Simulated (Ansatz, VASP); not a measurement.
One calculation of HfC, two programs

Contents of INCAR:

```
SYSTEM = HfC
PREC = Accurate
ENCUT = 520
EDIFF = 1E-6
ISMEAR = 0
SIGMA = 0.15
LREAL = .FALSE.
LASPH = .TRUE.
NELM = 60
ALGO = Normal
ISIF = 2
LWAVE = .FALSE.
LCHARG = .TRUE.
GGA = PS
LELF = .TRUE.
LVHAR = .TRUE.
NBANDS = 14
```

Contents of KPOINTS:

```
Automatic mesh
0
G
  18 18 18
  0 0 0
```

The input POSCAR:

```
HfC
1.0
    0.0000000000      2.3250000000      2.3250000000
    2.3250000000      0.0000000000      2.3250000000
    2.3250000000      2.3250000000      0.0000000000
Hf C
1 1
Direct
    0.5000000000      0.5000000000      0.5000000000
    0.0000000000      0.0000000000     -0.1368593770
```

Input for Ansatz:

```yaml
crystal:
  lattice:
    - [0.0, 2.325, 2.325]
    - [2.325, 0.0, 2.325]
    - [2.325, 2.325, 0.0]
  atoms:
    - { symbol: Hf, position: [0.5, 0.5, 0.5] }
    - { symbol: C, position: [0.0, 0.0, -0.136859377] }
basis:
  ecutwfc: 420
kpoints:
  mp_grid: { grid: [18, 18, 18] }
hamiltonian:
  xc: pbesol
scf:
  occupations: { method: gaussian, width: 0.15 }
output:
  forces: true
  stress: true
  eigenvalues: true
```

Alike in both runs: task single point; functional PBEsol; k mesh 18 × 18 × 18; occupations gaussian, width 0.15 eV; no spin polarisation.

|  | VASP | Ansatz |
| --- | --- | --- |
| version | VASP 6.6.1 | Ansatz 0.2.0 |
| potentials or method | VASP PAW PBE potentials, release 64 (Hf_pv, C), cutoff 520 eV | scalar-relativistic, plane waves, PAW |
| valence electrons in the cell | 14 | 30 |

Ansatz gave:

```
gap on the k mesh at the Fermi level (eV)                     : 0.79
least direct gap on the mesh (eV)                             : 0.99
pressure (GPa)                                                : 11.5
traceless stress, the component that is largest in VASP (GPa) : -20.63
rms of the force components (eV/Å)                            : 2.328
```

Q: Estimate VASP's values.

A: gap on the k mesh at the Fermi level (eV): 0.82; least direct gap on the mesh (eV): 1.01; pressure (GPa): 11.5; traceless stress, the component that is largest in VASP (GPa): -21.07; rms of the force components (eV/Å): 2.357.

VASP's potentials were made for PBE, not for PBEsol. Atom by atom the forces differ by 0.029 eV/Å (rms over components). With one functional, cell and mesh, what is left measures potentials, basis and numerics. VASP's potentials hold 14 valence electrons a cell and Ansatz's 30, so a difference there can come from the potentials and not from the codes.

Neither program's run includes spin-orbit coupling.
